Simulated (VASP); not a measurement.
# PtSe2 (Sudovikovite) (P-3m1) in VASP: a series of runs, part 2 of 2

VASP 6.6.1. Earlier steps stand in the parts before.

## 4. Relaxation of cell and atoms, PBE+D3(BJ)

File INCAR:

```
SYSTEM = PtSe2
PREC = Accurate
ENCUT = 600
EDIFF = 1E-6
ISMEAR = -1
SIGMA = 0.05
LREAL = .FALSE.
LASPH = .TRUE.
NELM = 60
ALGO = Normal
ISIF = 3
LWAVE = .FALSE.
LCHARG = .FALSE.
GGA = PE
IVDW = 12
IBRION = 2
NSW = 60
EDIFFG = -0.01
```

File KPOINTS:

```
regular mesh
0
G
  8 8 5
  0 0 0
```

File POSCAR:

```
PtSe2
1.0
    3.7240000000      0.0000000000      0.0000000000
   -1.8620000000      3.2250786037      0.0000000000
    0.0000000000      0.0000000000      5.0620000000
Pt Se
1 2
Direct
    0.0000000000      0.0000000000      0.0000000000
    0.6666666667      0.3333333333      0.7500000000
    0.3333333333      0.6666666667      0.2500000000
```

Potentials or basis: VASP PAW PBE potentials, release 64 (Pt, Se).

Launch:

```
$ cat potpaw_PBE.64/Pt/POTCAR potpaw_PBE.64/Se/POTCAR > POTCAR
$ mpirun -np 1 vasp_std > vasp.out
```

OUTCAR:

```text
SYSTEM = PtSe2
   PREC = Accurate
   ENCUT = 600
   EDIFF = 1E-6
   ISMEAR = -1
   LREAL = .FALSE.
   LASPH = .TRUE.
   NELM = 60
   ISIF = 3
   GGA = PE
   IVDW = 12
   IBRION = 2
   NSW = 60
   EDIFFG = -0.01
 IVDW          = 12

 ion  position               nearest neighbor table
   1  0.000  0.000  0.000-   2 2.49   3 2.49   2 2.49   3 2.49   2 2.49   3 2.49
   2  0.667  0.333  0.750-   1 2.49   1 2.49   1 2.49
   3  0.333  0.667  0.250-   1 2.49   1 2.49   1 2.49

  LATTYP: Found a hexagonal cell.
 ALAT       =     3.7240000000
 C/A-ratio  =     1.3592910849

  Lattice vectors:

 A1 = (   3.7240000000,   0.0000000000,   0.0000000000)
 A2 = (  -1.8620000000,   3.2250786037,   0.0000000000)
 A3 = (   0.0000000000,   0.0000000000,   5.0620000000)

Analysis of symmetry for initial positions (statically):
=====================================================================
 Subroutine PRICEL returns:
 Original cell was already a primitive cell.

 Routine SETGRP: Setting up the symmetry group for a
 hexagonal supercell.

 Subroutine GETGRP returns: Found 12 space group operations
 (whereof 12 operations were pure point group operations)
 out of a pool of 24 trial point group operations.

The static configuration has the point symmetry D_3d.

[... 280 lines left out ...]
  free  energy   TOTEN  =       -15.6435479923 eV

  energy  without entropy=      -15.6378327265  energy(sigma->0) =      -15.64069036

[... ionic steps 4 to 12 ...]

--------------------------------------- Ionic step       13  -------------------------------------------

 number of electron      22.0000002 magnetization

------------------------ aborting loop because EDIFF is reached ----------------------------------------
[... 77 lines left out ...]
--------------------------------------- Ionic step       15  -------------------------------------------

 number of electron      22.0000002 magnetization

 Free energy of the ion-electron system (eV)
  ---------------------------------------------------
  ext. energy  EPLUGINS =         0.00000000
  ---------------------------------------------------
  free energy    TOTEN  =       -14.19879149 eV

  energy without entropy =      -14.19504627  energy(sigma->0) =      -14.19691888

 E-fermi :   6.7924     XC(G=0): -10.8431

 val. band max:        6.7143620621   @ k =   0.3750   0.2500   0.0000
 cond. band min:       6.9017554307   @ k =  -0.1250   0.3750   0.2000
 fundamental gap:      0.1873933686
 Fermi energy:         6.7923738963

 k-point     1 :       0.0000    0.0000    0.0000
  band No.  band energies     occupation
      1      -8.9333      2.00000
      2      -5.8188      2.00000
      3      -0.3861      2.00000
      4       0.5335      2.00000
      5       0.5335      2.00000
      6       2.9641      2.00000
      7       2.9641      2.00000
      8       4.2677      2.00000
      9       5.7518      2.00000
     10       5.7518      2.00000
     11       7.5418      0.00000
     12       7.7955      0.00000
     13       7.7955      0.00000
     14      10.1079      0.00000
[... 401 lines left out ...]
      2      -6.6493      2.00000
      3       0.1321      2.00000
      4       0.5955      2.00000
      5       1.0969      2.00000
      6       1.9874      2.00000
      7       2.2704      2.00000
      8       3.4876      2.00000
      9       3.6761      2.00000
     10       4.4409      2.00000
     11       5.2786      2.00000
     12       7.1515      0.00152
     13       8.2171      0.00000
     14      11.7003      0.00000
     15      13.8472      0.00000

 [... further k-points ...]

------------------------ aborting loop because EDIFF is reached ----------------------------------------

 Edisp (eV)   -1.47500

 E8    (eV) :    -0.6338
[... 26 lines left out ...]
  FREE ENERGIE OF THE ION-ELECTRON SYSTEM (eV)
  ---------------------------------------------------
  free  energy   TOTEN  =       -15.6737907658 eV

  energy  without entropy=      -15.6700455488  energy(sigma->0) =      -15.67191816

 reached required accuracy - stopping structural energy minimisation
```

OSZICAR:

```text
N       E                     dE             d eps       ncg     rms          rms(c)
DAV:   1     0.128166171312E+03    0.12817E+03   -0.11192E+04  1208   0.145E+03
DAV:   2    -0.925862710137E+01   -0.13742E+03   -0.13433E+03  1564   0.251E+02
DAV:   3    -0.149317620739E+02   -0.56731E+01   -0.56409E+01  1481   0.535E+01
DAV:   4    -0.149807994065E+02   -0.49037E-01   -0.49020E-01  1459   0.523E+00
[... 124 lines left out ...]
DAV:   1    -0.141988327534E+02   -0.68289E-03   -0.61713E-03  1200   0.537E-01    0.518E-02
DAV:   2    -0.141988024422E+02    0.30311E-04   -0.35523E-04  1284   0.175E-01    0.225E-02
DAV:   3    -0.141987937846E+02    0.86576E-05   -0.20719E-05  1431   0.473E-02    0.107E-02
DAV:   4    -0.141987914113E+02    0.23733E-05   -0.14226E-05  1270   0.252E-02    0.415E-03
DAV:   5    -0.141987914896E+02   -0.78297E-07   -0.67042E-07   642   0.580E-03
  15 F= -.15673791E+02 E0= -.15671918E+02  d E =-.380982E-04
```

Run time: 2.6 min. Hardware: 1 thread of Intel Xeon 6975P-C (Granite Rapids), shared host; peak memory 0.23 GiB.

Results:

```
Free energy                            : -15.6738 eV
Relaxed volume                         : 19.74 Å³/atom
Relaxed cell                           : a = 3.768 Å, b = 3.768 Å, c = 4.817 Å, α = 90.00°, β = 90.00°, γ = 120.00°
Space group after relaxing (to 0.05 Å) : P-3m1 (No. 164)
Energy gained by relaxing              : 18.1 meV/atom
Ionic steps                            : 15
Pressure after relaxing                : 0.0 GPa
Largest force after relaxing           : 0.004 eV/Å
Band gap on the k mesh                 : zero (band 11 reaches 7.54 eV, above the bottom of band 12 at 6.71 eV)
Dispersion energy per atom             : -0.492 eV
```

Forces on the atoms (eV/Å):
```
Pt   0.000  0.000  0.000
Se   0.000  0.000  0.004
Se   0.000  0.000 -0.004
```

The path:
| step | energy change (eV) | largest force (eV/Å) | pressure (GPa) | volume (Å³) |
| --- | --- | --- | --- | --- |
| 1 | 0.0000 | 0.6258 | 3.49 | 60.80 |
| 2 | 0.0313 | 0.3804 | -5.88 | 64.76 |
| 3 | -0.0242 | 0.1940 | -0.62 | 62.31 |
| 4 | -0.0242 | 0.2020 | -0.54 | 62.28 |
| 5 | -0.0300 | 0.1743 | -0.47 | 61.89 |
| 6 | -0.0436 | 0.0777 | -0.19 | 60.72 |
| 7 | -0.0446 | 0.1840 | 0.89 | 58.40 |
| 8 | -0.0494 | 0.0261 | 0.30 | 59.61 |
| 9 | -0.0526 | 0.1257 | -0.94 | 59.67 |
| 10 | -0.0528 | 0.1063 | -0.70 | 59.66 |
| 11 | -0.0541 | 0.0136 | 0.28 | 58.97 |
| 12 | -0.0544 | 0.0197 | 0.00 | 59.17 |
| 13 | -0.0544 | 0.0220 | -0.01 | 59.18 |
| 14 | -0.0544 | 0.0133 | 0.01 | 59.20 |
| 15 | -0.0544 | 0.0036 | 0.05 | 59.22 |

Final structure:
```
CELL_PARAMETERS angstrom
3.76764 0.00000 0.00000
-1.88382 3.26288 0.00000
0.00000 0.00000 4.81741
ATOMIC_POSITIONS crystal
Pt 0.00000 0.00000 0.00000
Se 0.66667 0.33333 0.73325
Se 0.33333 0.66667 0.26675
```

Caveat: spin-orbit coupling is left out, which moves the levels of the heavy elements; pairwise dispersion overbinds metals, which lowers pressure and volume.

## 5. Overview

| task | level | cell | cutoff (eV) | smearing | gap on the mesh (eV) | pressure (GPa) | largest force (eV/Å) |
| --- | --- | --- | --- | --- | --- | --- | --- |
| single point | PBE | as given | 520 | gaussian 0.014 eV | none | 7.3 | 0.58 |
| single point | PBE | as given | 520 | gaussian 0.015 eV | none | 7.3 | 0.58 |
| relaxation of cell and atoms | PBE+D3(BJ) | relaxed | 600 | fermi-dirac 0.05 eV | none | 0.0 | - |

Alike in all rows: potentials or basis VASP PAW PBE potentials, release 64 (Pt, Se); no spin polarisation; k mesh 8 × 8 × 5.

Caveats: spin-orbit coupling is left out, which moves the levels of the heavy elements; pairwise dispersion overbinds metals, which lowers pressure and volume (some runs).

Absolute energies hang on the potentials; compare differences alone.
